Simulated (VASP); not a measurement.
Crystal: KBr.

```
K Br
1.0
     3.97632    0.00000    0.00000
     0.00000    3.97632    0.00000
     0.00000    0.00000    3.97632
K Br
1 1
Cartesian
  0.0000 0.0000 0.0000
  1.9882 1.9882 1.9882
```

Base run:

- Program: VASP 6.6.1
- Functional: r2SCAN
- Potentials or basis: VASP PAW PBE potentials, release 64 (K_sv, Br)
- Cutoff: 520 eV
- k mesh: 4 × 4 × 4
- Occupations: fermi-dirac, width 0.001 eV
- Spin: no spin polarisation

Its results: band gap on the k mesh 4.77 eV (least direct gap 5.05 eV); pressure 0.0 GPa.

**Question.** The run is repeated on the same cell with these changes: functional from r2SCAN to HSE06; occupations from fermi-dirac, width 0.001 eV to gaussian, width 0.01 eV. What comes out?

**Answer.** Band gap on the k mesh 5.19 eV (least direct gap 5.49 eV); pressure 0.5 GPa.

Caveats: the structure was generated, so it needn't be the stable form of KBr; the PAW data sets were made with another functional, which shifts forces and pressure a little.

A k mesh can miss the band edges.
